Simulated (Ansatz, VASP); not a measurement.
**Two plane-wave programs on Be**

File INCAR:

```
  ALGO = Normal
  EDIFF = 1E-6
  ENCUT = 600
  GGA_COMPAT = F
  ISIF = 2
  ISMEAR = -1
  LASPH = T
  LCHARG = F
  LREAL = F
  LWAVE = F
  NBANDS = 12
  NELM = 120
  PREC = Accurate
  SIGMA = 0.1
```

KPOINTS

```
k-points
0
Gamma
  4 4 6
```

File POSCAR:

```
Be
1.0
    3.7468100000      0.0000000000      0.0000000000
    0.0000000000      3.7468100000      0.0000000000
    0.0000000000      0.0000000000      2.2812800000
Be
4
Direct
    0.3237708365      0.2518918570      0.0202360870
    0.6837656361      0.7455727630      0.0183342740
    0.1728092128      0.7659648224      0.4736182453
    0.8196542840      0.2365706256      0.4878119581
```

Input for Ansatz:

```yaml
crystal:
  lattice:
    - [3.74681, 0.0, 0.0]
    - [0.0, 3.74681, 0.0]
    - [0.0, 0.0, 2.28128]
  atoms:
    - { symbol: Be, position: [0.3237708364932588, 0.25189185701792155, 0.02023608700002332] }
    - { symbol: Be, position: [0.6837656361116391, 0.7455727629649065, 0.018334274023633416] }
    - { symbol: Be, position: [0.17280921275763458, 0.7659648223742158, 0.4736182453441083] }
    - { symbol: Be, position: [0.8196542839986686, 0.23657062562244244, 0.48781195807611294] }
basis:
  ecutwfc: 557.833418042754
kpoints:
  mp_grid:
    grid: [4, 4, 6]
hamiltonian:
  xc: lda
scf:
  occupations:
    method: fermi_dirac
output:
  forces: true
```

Alike in both runs: task single point; functional LDA; k mesh 4 × 4 × 6; no spin polarisation.

```csv
,VASP,Ansatz
version,VASP 6.6.1,Ansatz 0.2.0
potentials or method,"VASP PAW LDA potentials, release 64 (Be), cutoff 600 eV","plane waves, PAW"
occupations,"fermi-dirac, width 0.1 eV",fermi-dirac
valence electrons in the cell,8,8
```

VASP gave:

* rms of the force components (eV/Å): 0.356

What did Ansatz give for the same quantities?

rms of the force components (eV/Å): 0.355.

LDA's correlation is that of Perdew and Zunger in VASP and of Perdew and Wang (1992) in Ansatz. Atom by atom the forces differ by 0.001 eV/Å (rms over components).

The k mesh is coarse, so the values compare programs but aren't converged.
